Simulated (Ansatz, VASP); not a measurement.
## One calculation of HfC, two programs

The input INCAR:

```
PREC = Accurate
ENCUT = 600
EDIFF = 1E-6
ISMEAR = -1
SIGMA = 0.05
LREAL = False
LASPH = True
NELM = 120
ALGO = Normal
ISIF = 2
LWAVE = False
LCHARG = False
GGA = PS
NBANDS = 14
GGA_COMPAT = False
```

Contents of KPOINTS:

```
Automatic mesh
0
Gamma
  15 15 15
```

File POSCAR:

```
HfC
1.0
    0.0000000000      2.2935772291      2.2935772291
    2.2935772291      0.0000000000      2.2935772291
    2.2935772291      2.2935772291      0.0000000000
Hf C
1 1
Direct
    0.5000000000      0.5000000000      0.5000000000
    0.0000000000      0.0000000000      0.0000000000
```

Input for Ansatz:

```yaml
crystal:
  lattice:
    - [0.0, 2.2935772291, 2.2935772291]
    - [2.2935772291, 0.0, 2.2935772291]
    - [2.2935772291, 2.2935772291, 0.0]
  atoms:
    - { symbol: Hf, position: [0.5, 0.5, 0.5] }
    - { symbol: C, position: [0.0, 0.0, 0.0] }
kpoints:
  mp_grid: { grid: [15, 15, 15] }
  band_path:
    path:
      - [0.0, 0.0, 0.0]
      - [0.5, 0.0, 0.5]
      - [0.625, 0.25, 0.625]
      - [0.375, 0.375, 0.75]
      - [0.0, 0.0, 0.0]
      - [0.5, 0.5, 0.5]
      - [0.5, 0.25, 0.75]
      - [0.5, 0.0, 0.5]
    npoints: 5
scf:
  occupations: { method: fermi_dirac, width: 0.05 }
hamiltonian:
  xc: pbesol
  pseudopotentials: { kind: all_electron, lapw: { basis_error: 0.001 } }
output:
  forces: true
  stress: true
  eigenvalues: true
```

Change from the starting cell: volume scaled by 0.96.

Alike in both runs: task single point; functional PBEsol; k mesh 15 × 15 × 15; occupations fermi-dirac, width 0.05 eV; no spin polarisation.

|  | VASP | Ansatz |
| --- | --- | --- |
| version | VASP 6.6.1 | Ansatz 0.2.0 |
| potentials or method | VASP PAW PBE potentials, release 64 (Hf_pv, C), cutoff 600 eV | all-electron LAPW, scalar-relativistic |

|  | VASP | Ansatz | Ansatz less VASP |
| --- | --- | --- | --- |
| pressure (GPa) | 2.9 | 3.3 | +0.39 |

VASP's potentials were made for PBE, not for PBEsol. Ansatz ran all-electron here, and VASP with PAW potentials.

Spin-orbit coupling is off throughout.
